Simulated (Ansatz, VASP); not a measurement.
# One calculation of SnSe, two programs

The input INCAR:

```
SYSTEM = SnSe
PREC = Accurate ; ENCUT = 500
EDIFF = 1E-6 ; ISMEAR = 0
SIGMA = 0.001 ; LREAL = .FALSE.
LASPH = .TRUE. ; NELM = 120
ALGO = Normal ; ISIF = 2
LWAVE = .FALSE. ; LCHARG = .FALSE.
GGA = PE ; NBANDS = 17
GGA_COMPAT = .FALSE.
```

File KPOINTS:

```
Automatic mesh
0
G
  4 4 4
  0 0 0
```

Contents of POSCAR:

```
SnSe
1.0
    0.0000000000      3.3639842963      3.3639842963
    3.3639842963      0.0000000000      3.3639842963
    3.3639842963      3.3639842963      0.0000000000
Sn Se
1 1
Direct
    0.0000000000      0.0000000000      0.0000000000
    0.2500000000      0.2500000000      0.2500000000
```

Input for Ansatz:

```yaml
crystal:
  lattice:
    - [0.0, 3.3639842963, 3.3639842963]
    - [3.3639842963, 0.0, 3.3639842963]
    - [3.3639842963, 3.3639842963, 0.0]
  atoms:
    - { symbol: Sn, position: [0.0, 0.0, 0.0] }
    - { symbol: Se, position: [0.25, 0.25, 0.25] }
kpoints:
  mp_grid: { grid: [4, 4, 4] }
hamiltonian:
  xc: pbe
scf:
  occupations: { method: gaussian, width: 0.001 }
  n_extra_bands: 4
output:
  forces: true
  stress: true
  eigenvalues: true
```

Alike in both runs: task single point; functional PBE; k mesh 4 × 4 × 4; occupations gaussian, width 0.001 eV; no spin polarisation.

|  | VASP | Ansatz |
| --- | --- | --- |
| version | VASP 6.6.1 | Ansatz 0.2.0 |
| potentials or method | VASP PAW PBE potentials, release 64 (Sn_d, Se) | plane waves |
| plane-wave cutoff (eV) | 500 | 420 |
| valence electrons in the cell | 20 | 30 |

Ansatz gave:

```
pressure (GPa) : 0.2
```

Q: Estimate VASP's values.

A: Pressure (GPa): 0.3.

VASP's potentials hold 20 valence electrons a cell and Ansatz's 30, so a difference there can come from the potentials and not from the codes.

The k mesh is coarse, so the values compare programs but aren't converged.
